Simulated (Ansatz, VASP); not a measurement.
# Sn3Se: VASP beside Ansatz

```
CELL_PARAMETERS angstrom
4.65961 0.00000 0.00000
0.00000 4.65961 0.00000
0.00000 0.00000 4.65961
ATOMIC_POSITIONS crystal
Sn 0.00000 0.50000 0.50000
Sn 0.50000 0.00000 0.50000
Sn 0.50000 0.50000 0.00000
Se 0.00000 0.00000 0.00000
```

Alike in both runs: task single point; functional PBEsol; k mesh 12 × 12 × 12; occupations gaussian, width 0.15 eV; no spin polarisation.

|  | VASP | Ansatz |
| --- | --- | --- |
| version | VASP 6.6.1 | Ansatz 0.2.0 |
| potentials or method | VASP PAW PBE potentials, release 64 (Sn_d, Se), cutoff 520 eV | scalar-relativistic, plane waves, PAW |
| valence electrons in the cell | 48 | 58 |

```tsv
	VASP	Ansatz	Ansatz less VASP
gap on the k mesh at the Fermi level (eV)	none	none	-
pressure (GPa)	-0.2	-0.1	+0.03
```

VASP's potentials were made for PBE, not for PBEsol. A gap of «none» marks a metal or a gap that the smearing closes. The functional is the same, so the differences come from potentials, cutoffs and numerics. VASP's potentials hold 48 valence electrons a cell and Ansatz's 58, so a difference there can come from the potentials and not from the codes.
